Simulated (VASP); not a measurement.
Write the native input for VASP 6.6.1 that does the following.

- Task: single point
- Functional: PBE
- Potentials or basis: VASP PAW PBE potentials, release 64 (Pd)
- Cutoff: 520 eV
- k mesh: 12 × 12 × 12
- Occupations: fermi-dirac, width 0.05 eV
- Spin: no spin polarisation
- Dipole correction: no
- Further INCAR settings: ALGO = Normal; EDIFF = 1e-06; NBANDS = 11

The structure of Pd lies in POSCAR:

```
Pd
1.0
   -1.5929712806      1.5929712806      1.5929712806
    1.5929712806     -1.5929712806      1.5929712806
    1.5929712806      1.5929712806     -1.5929712806
Pd
1
Direct
    0.0000000000      0.0000000000      0.0000000000
```

This cell differs from its parent crystal: volume scaled by 1.04.

One way to write it, as run:

INCAR

```
PREC = Accurate ; ENCUT = 520
EDIFF = 1E-6 ; ISMEAR = -1
SIGMA = 0.05 ; LREAL = False
LASPH = True ; NELM = 80
ALGO = Normal ; ISIF = 2
LWAVE = False ; LCHARG = False
GGA = PE ; NBANDS = 11
```

KPOINTS

```
Automatic mesh
0
Gamma
  12 12 12
```

Potentials or basis: VASP PAW PBE potentials, release 64 (Pd).

Run with:

```console
$ cat potpaw_PBE.64/Pd/POTCAR > POTCAR
$ mpirun -np 1 vasp_std > vasp.out
```

It gave:

```yaml
Pressure: -6.9 GPa
Band_gap_on_the_k_mesh: zero (band 5 reaches 8.82 eV, above the bottom of band 6 at 7.38 eV)
```

Wall time 4.4 s on 1 thread of Intel(R) Xeon(R) 6975P-C (Granite Rapids), on a shared host, peak memory 0.14 GiB.
